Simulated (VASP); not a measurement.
# Li (P1) in VASP: further runs

Runs on Li. Level: PBE+D3(BJ). Tasks: single point.

All numbers are computed with VASP 6.6.1; they aren't measurements. Logs are shortened: lines on timing, memory, paths and dates and some standing lists are left out, and cuts for length are marked.

### Step 1. The cell of the first run

The typed cell holds 16 atoms: a = 7.205 Å, b = 7.205 Å, c = 7.205 Å, α = 90.00°, β = 90.00°, γ = 90.00°.

### Step 2. Single point, PBE+D3(BJ)

File INCAR:

```
SYSTEM = Li
PREC = Accurate
ENCUT = 520
EDIFF = 1E-6
ISMEAR = -1
SIGMA = 0.1
LREAL = Auto
LASPH = .True.
NELM = 60
ALGO = Normal
ISIF = 2
LWAVE = .False.
LCHARG = .False.
GGA = PE
IVDW = 12
NBANDS = 38
```

File KPOINTS:

```
Automatic mesh
0
Gamma
  2 2 2
  0 0 0
```

File POSCAR:

```
Li
1.0
    7.2053150000      0.0000000000      0.0000000000
    0.0000000000      7.2053150000      0.0000000000
    0.0000000000      0.0000000000      7.2053150000
Li
16
Direct
    0.0180838728     -0.0565693519      0.0297835695
    0.5099291287      0.0029145152      0.0787335460
   -0.0693932188      0.4907072071      0.0460354613
    0.0573743133     -0.0126989590      0.4552056364
    0.2919233927      0.2564079433      0.2308434815
    0.5484701224      0.4208976290      0.0091182689
    0.4612844824      0.0252591316      0.5497469576
    0.7328062687      0.2460683537      0.3266616380
    0.0319625166      0.4856137449      0.6043316635
    0.2382130413      0.6317558636      0.2401282942
    0.2033082523      0.2096646711      0.7961345201
    0.4896801875      0.4718183730      0.5278880937
    0.7620485711      0.6892412060      0.3671040059
    0.8158977088      0.1402298165      0.7852397848
    0.2302328212      0.7124185410      0.7729849424
    0.6977488146      0.7371641628      0.7636584938
```

Potentials or basis: VASP PAW PBE potentials, release 64 (Li_sv).

Started as:

```sh
$ cat potpaw_PBE.64/Li_sv/POTCAR > POTCAR
$ mpirun -np 1 vasp_std > vasp.out
```

OUTCAR:

```text
SYSTEM = Li
   PREC = Accurate
   ENCUT = 520
   EDIFF = 1E-6
   ISMEAR = -1
   LREAL = Auto
   LASPH = .True.
   NELM = 60
   ISIF = 2
   GGA = PE
   IVDW = 12
 IVDW          = 12

 ion  position               nearest neighbor table
   1  0.018  0.943  0.030-
   2  0.510  0.003  0.079-
   3  0.931  0.491  0.046-
   4  0.057  0.987  0.455-
   5  0.292  0.256  0.231-
   6  0.548  0.421  0.009-
   7  0.461  0.025  0.550-
   8  0.733  0.246  0.327-
   9  0.032  0.486  0.604-  15 2.49
  10  0.238  0.632  0.240-
  11  0.203  0.210  0.796-
  12  0.490  0.472  0.528-
  13  0.762  0.689  0.367-
  14  0.816  0.140  0.785-
  15  0.230  0.712  0.773-   9 2.49
  16  0.698  0.737  0.764-

  LATTYP: Found a simple cubic cell.
 ALAT       =     7.2053150000

  Lattice vectors:

 A1 = (   7.2053150000,   0.0000000000,   0.0000000000)
 A2 = (   0.0000000000,   7.2053150000,   0.0000000000)
 A3 = (   0.0000000000,   0.0000000000,   7.2053150000)

Analysis of symmetry for initial positions (statically):
=====================================================================
 Subroutine PRICEL returns:
 Original cell was already a primitive cell.

 Routine SETGRP: Setting up the symmetry group for a
 simple cubic supercell.

 Subroutine GETGRP returns: Found  1 space group operations
 (whereof  1 operations were pure point group operations)
 out of a pool of 48 trial point group operations.

The static configuration has the point symmetry C_1 .

Analysis of symmetry for dynamics (positions and initial velocities):
=====================================================================
 Subroutine PRICEL returns:
 Original cell was already a primitive cell.

 Routine SETGRP: Setting up the symmetry group for a
 simple cubic supercell.

 Subroutine GETGRP returns: Found  1 space group operations
 (whereof  1 operations were pure point group operations)
 out of a pool of 48 trial point group operations.

The dynamic configuration has the point symmetry C_1 .

 Subroutine INISYM returns: Found  1 space group operations
 (whereof  1 operations are pure point group operations),
 and found     1 'primitive' translations

----------------------------------------------------------------------------------------

                                     Primitive cell

  volume of cell :     374.0752

  direct lattice vectors                    reciprocal lattice vectors
     7.205315000  0.000000000  0.000000000     0.138786438  0.000000000  0.000000000
     0.000000000  7.205315000  0.000000000     0.000000000  0.138786438  0.000000000
     0.000000000  0.000000000  7.205315000     0.000000000  0.000000000  0.138786438

  length of vectors
     7.205315000  7.205315000  7.205315000     0.138786438  0.138786438  0.138786438

  position of ions in fractional coordinates (direct lattice)
     0.018083873  0.943430648  0.029783569
     0.509929129  0.002914515  0.078733546
     0.930606781  0.490707207  0.046035461
     0.057374313  0.987301041  0.455205636
     0.291923393  0.256407943  0.230843482
     0.548470122  0.420897629  0.009118269
[... 8 lines left out ...]
     0.230232821  0.712418541  0.772984942
     0.697748815  0.737164163  0.763658494

  ion indices of the primitive-cell ions
   primitive index   ion index
                 1           1
                 2           2
                 3           3
                 4           4
                 5           5
                 6           6
[... 8 lines left out ...]
                15          15
                16          16

----------------------------------------------------------------------------------------

 KPOINTS: Automatic mesh

Automatic generation of k-mesh.
 Grid dimensions read from file:
 generate k-points for:    2    2    2

 Generating k-lattice:

  Cartesian coordinates                     Fractional coordinates (reciprocal lattice)
     0.069393219  0.000000000  0.000000000     0.500000000  0.000000000  0.000000000
     0.000000000  0.069393219  0.000000000     0.000000000  0.500000000  0.000000000
     0.000000000  0.000000000  0.069393219     0.000000000  0.000000000  0.500000000

  Length of vectors
     0.069393219  0.069393219  0.069393219

  Shift w.r.t. Gamma in fractional coordinates (k-lattice)
     0.000000000  0.000000000  0.000000000

 Subroutine IBZKPT returns following result:
 ===========================================

 Found      8 irreducible k-points:

 Following reciprocal coordinates:
            Coordinates               Weight
  0.000000  0.000000  0.000000      1.000000
  0.500000  0.000000  0.000000      1.000000
  0.000000  0.500000  0.000000      1.000000
  0.000000  0.000000  0.500000      1.000000
  0.500000  0.500000  0.000000      1.000000
  0.000000  0.500000  0.500000      1.000000
  0.500000  0.000000  0.500000      1.000000
  0.500000  0.500000  0.500000      1.000000
   k-points           NKPTS =      8   k-points in BZ     NKDIM =      8   number of bands    NBANDS=     38
   number of dos      NEDOS =    301   number of ions     NIONS =     16
   total plane-waves  NPLWV = 157464
   dimension x,y,z NGX =    54 NGY =   54 NGZ =   54
   dimension x,y,z NGXF=   108 NGYF=  108 NGZF=  108
   ions per type =              16
   NGX,Y,Z   is equivalent  to a cutoff of  12.46, 12.46, 12.46 a.u.
   NGXF,Y,Z  is equivalent  to a cutoff of  24.92, 24.92, 24.92 a.u.
 SYSTEM =  Li
   PREC   = accura    normal or accurate (medium, high low for compatibility)
   ISTART =      0    job   : 0-new  1-cont  2-samecut
   ICHARG =      2    charge: 1-file 2-atom 10-const
   ISPIN  =      1    spin polarized calculation?
   LNONCOLLINEAR =      F non collinear calculations
   LSORBIT =      F    spin-orbit coupling
   LASPH  =      T    aspherical Exc in radial PAW
   ENCUT  =  520.0 eV  38.22 Ry    6.18 a.u.  13.40 13.40 13.40*2*pi/ulx,y,z
   NELM   =     60;   NELMIN=  2; NELMDL= -5     # of ELM steps
   EDIFF  = 0.1E-05   stopping-criterion for ELM
   LREAL  =      T    real-space projection
   EDIFFG = 0.1E-04   stopping-criterion for IOM
   NSW    =      0    number of steps for IOM
   IBRION =     -1    ionic relax: 0-MD 1-quasi-New 2-CG
   NFREE  =      0    steps in history (QN), initial steepest desc. (CG)
   ISIF   =      2    stress and relaxation
   ISYM   =      2    0-nonsym 1-usesym 2-fastsym
   POTIM  = 0.5000    time-step for ionic-motion
   TEBEG  =    0.0;   TEEND  =   0.0 temperature during run
   PSTRESS=    0.0 pullay stress
   NELECT =      48.0000    total number of electrons
   NUPDOWN=      -1.0000    fix difference up-down
   EMIN   =  10.00;   EMAX   =-10.00  energy-range for DOS
   EFERMI =   0.00;   METHOD = LEGACY
   ISMEAR =    -1;   SIGMA  =   0.10  broadening in eV -4-tet -1-fermi 0-gaus
   EFERMI_NEDOS =   21; number of points for ismear=-14 and -15
   IALGO  =     38    algorithm
   IMIX   =      4    mixing-type and parameters
     AMIX     =   0.40;   BMIX     =  1.00
     AMIX_MAG =   1.60;   BMIX_MAG =  1.00
  volume/ion in A,a.u.               =      23.38       157.77
  Fermi-wavevector in a.u.,A,eV,Ry     =   0.825725  1.560395  9.276756  0.681822
  Thomas-Fermi vector in A             =   1.937634
   LORBIT       =      0    0 simple, 1 ext, 2 COOP (PROOUT), +10 PAW based schemes
   GGA     = PE    functional components
   LHFCALC =     F    Hartree Fock is set to
   AEXX    =    0.0000 exact exchange contribution
   IVDW    =    12    specifies the selected vdW correction
   LEPSILON=     F    determine dielectric tensor
   LRPA    =     F    only Hartree local field effects (RPA)
 non-spin polarized calculation
  energy-cutoff  :      520.00
  volume of cell :      374.08
 maximum number of plane-waves:     10090
 NGX is ok and might be reduce to    54
   NGX = 27   NGY = 27   NGZ = 27

 number of electron      47.9999991 magnetization

 Free energy of the ion-electron system (eV)
  ---------------------------------------------------
  ext. energy  EPLUGINS =         0.00000000
  ---------------------------------------------------
  free energy    TOTEN  =       -28.90661923 eV

  energy without entropy =      -28.59707642  energy(sigma->0) =      -28.75184782

 E-fermi :   0.0783     XC(G=0):  -6.6887

 val. band max:        0.0463259919   @ k =   0.5000   0.5000   0.0000
 cond. band min:       0.0834189946   @ k =   0.5000   0.0000   0.5000
 fundamental gap:      0.0370930027
 Fermi energy:         0.0782803742

 k-point     1 :       0.0000    0.0000    0.0000
  band No.  band energies     occupation
      1     -46.7211      2.00000
      2     -46.7039      2.00000
      3     -46.6922      2.00000
      4     -46.6889      2.00000
      5     -46.6797      2.00000
      6     -46.6691      2.00000
[... 28 lines left out ...]
     35       2.8512      0.00000
     36       3.1924      0.00000

 k-point     2 :       0.5000    0.0000    0.0000
  band No.  band energies     occupation
      1     -46.7211      2.00000
      2     -46.7038      2.00000
      3     -46.6922      2.00000
      4     -46.6889      2.00000
      5     -46.6797      2.00000
      6     -46.6691      2.00000
[... 28 lines left out ...]
     35       2.9976      0.00000
     36       3.1585      0.00000

 k-point     3 :       0.0000    0.5000    0.0000
  band No.  band energies     occupation
      1     -46.7211      2.00000
      2     -46.7039      2.00000
      3     -46.6922      2.00000
      4     -46.6889      2.00000
      5     -46.6797      2.00000
      6     -46.6691      2.00000
[... 28 lines left out ...]
     35       3.0808      0.00000
     36       3.1149      0.00000

 k-point     4 :       0.0000    0.0000    0.5000
  band No.  band energies     occupation
      1     -46.7211      2.00000
      2     -46.7039      2.00000
      3     -46.6921      2.00000
      4     -46.6890      2.00000
      5     -46.6797      2.00000
      6     -46.6691      2.00000
[... 28 lines left out ...]
     35       3.0666      0.00000
     36       3.1904      0.00000

 k-point     5 :       0.5000    0.5000    0.0000
  band No.  band energies     occupation
      1     -46.7210      2.00000
      2     -46.7038      2.00000
      3     -46.6922      2.00000
      4     -46.6889      2.00000
      5     -46.6797      2.00000
      6     -46.6691      2.00000
[... 28 lines left out ...]
     35       3.3842      0.00000
     36       3.5472      0.00000

 k-point     6 :       0.0000    0.5000    0.5000
  band No.  band energies     occupation
      1     -46.7210      2.00000
      2     -46.7039      2.00000
      3     -46.6921      2.00000
      4     -46.6890      2.00000
      5     -46.6797      2.00000
      6     -46.6691      2.00000
[... 28 lines left out ...]
     35       3.5711      0.00000
     36       3.7653      0.00000

 k-point     7 :       0.5000    0.0000    0.5000
  band No.  band energies     occupation
      1     -46.7211      2.00000
      2     -46.7038      2.00000
      3     -46.6921      2.00000
      4     -46.6890      2.00000
      5     -46.6797      2.00000
      6     -46.6691      2.00000
[... 28 lines left out ...]
     35       3.5381      0.00000
     36       3.6243      0.00000

 k-point     8 :       0.5000    0.5000    0.5000
  band No.  band energies     occupation
      1     -46.7210      2.00000
      2     -46.7038      2.00000
      3     -46.6921      2.00000
      4     -46.6890      2.00000
      5     -46.6797      2.00000
      6     -46.6691      2.00000
[... 28 lines left out ...]
     35       2.8697      0.00000
     36       2.9834      0.00000
 [bands above 36 left out]

------------------------ aborting loop because EDIFF is reached ----------------------------------------

 Edisp (eV)   -2.34572

 E8    (eV) :    -0.9815

  FORCE on cell =-STRESS in cart. coord.  units (eV):
  Direction    XX          YY          ZZ          XY          YZ          ZX
  --------------------------------------------------------------------------------------
  -------------------------------------------------------------------------------------
  Total      -4.15360    -4.35738    -5.45624     0.31888    -0.17774     0.05172
  in kB     -17.79003   -18.66282   -23.36925     1.36579    -0.76126     0.22152
  external pressure =      -19.94 kB  Pullay stress =        0.00 kB

 VOLUME and BASIS-vectors are now :
 -----------------------------------------------------------------------------
  energy-cutoff  :      520.00
  volume of cell :      374.08
      direct lattice vectors                 reciprocal lattice vectors
     7.205315000  0.000000000  0.000000000     0.138786438  0.000000000  0.000000000
     0.000000000  7.205315000  0.000000000     0.000000000  0.138786438  0.000000000
     0.000000000  0.000000000  7.205315000     0.000000000  0.000000000  0.138786438

 POSITION                                       TOTAL-FORCE (eV/Angst)
 -----------------------------------------------------------------------------------
      0.13030      6.79772      0.21460        -0.062109     -0.111468      0.295689
      3.67420      0.02100      0.56730         0.110309     -0.459419     -0.140166
      6.70531      3.53570      0.33170         0.201592     -0.174717     -0.159812
      0.41340      7.11382      3.27990        -0.070919     -0.095553      0.121100
      2.10340      1.84750      1.66330        -0.532035     -0.047479      0.227555
      3.95190      3.03270      0.06570        -0.135179      0.165357     -0.324040
[... 8 lines left out ...]
      1.65890      5.13320      5.56960         0.331420      0.343371      0.273856
      5.02750      5.31150      5.50240         0.181443      0.041195      0.150743
 -----------------------------------------------------------------------------------
    total drift:                               -0.001596      0.001033     -0.001220

  FREE ENERGIE OF THE ION-ELECTRON SYSTEM (eV)
  ---------------------------------------------------
  free  energy   TOTEN  =       -31.2523415018 eV

  energy  without entropy=      -30.9427986949  energy(sigma->0) =      -31.09757010
```

Run time: 3.5 min. Hardware: 1 thread of Intel Xeon 8259CL, shared host; peak memory 0.38 GiB.

What came out:

```yaml
Free_energy: -31.2523 eV
Largest_force: 0.674 eV/Å
Band_gap_on_the_k_mesh: zero (bands 24 and 25 overlap by 0.74 eV)
Dispersion_energy_per_atom: -0.147 eV
```

Forces on the atoms (eV/Å):
```
Li  -0.062 -0.111  0.296
Li   0.110 -0.459 -0.140
Li   0.202 -0.175 -0.160
Li  -0.071 -0.096  0.121
Li  -0.532 -0.047  0.228
Li  -0.135  0.165 -0.324
Li   0.060 -0.183 -0.035
Li   0.345 -0.085  0.002
Li  -0.415 -0.298 -0.439
Li   0.190  0.405  0.124
Li   0.390  0.116  0.205
Li  -0.215 -0.211  0.257
Li  -0.015  0.292 -0.330
Li  -0.364  0.303 -0.228
Li   0.331  0.343  0.274
Li   0.181  0.041  0.151
```

Caveat: the k points lie up to 0.44 Å⁻¹ apart, too coarse for converged energies and pressures of a metal; the cutoff is under 1.25 times the usual one of these potentials, so pressure, stress and relaxed cells hold a basis-set (Pulay) error; the atoms stand as in a frame of molecular dynamics.

(Continued in part 2 of 2.)

The gap in the log of VASP goes by the Fermi energy; the results here count the filled bands.